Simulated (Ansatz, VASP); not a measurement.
## One calculation of Fe, two programs

```
Fe
1.0
     2.38489    0.00000    0.00000
    -1.19244    2.06538    0.00000
     0.00000    0.00000    3.76417
Fe
2
Direct
  0.33333 0.66667 0.25000
  0.66667 0.33333 0.75000
```

Change from the starting cell: volume scaled by 0.9405.

Alike in both runs: task single point; functional PBE; k mesh 17 × 17 × 10; occupations fermi-dirac, width 0.08 eV; no spin polarisation.

```csv
,VASP,Ansatz
version,VASP 6.6.1,Ansatz 0.2.0
potentials or method,"VASP PAW PBE potentials, release 64 (Fe), cutoff 520 eV","all-electron LAPW, scalar-relativistic"
```

Ansatz gave:

| Property | Result |
| --- | --- |
| pressure (GPa) | 34.5 |
| traceless stress, the component that is largest in VASP (GPa) | 1.61 |

Q: What did VASP give for the same quantities?

A: Pressure (GPa): 33.6; traceless stress, the component that is largest in VASP (GPa): 1.45.

Both programs put the cell under a high pressure, so it lies far from rest at this level. Ansatz ran all-electron here, and VASP with PAW potentials.
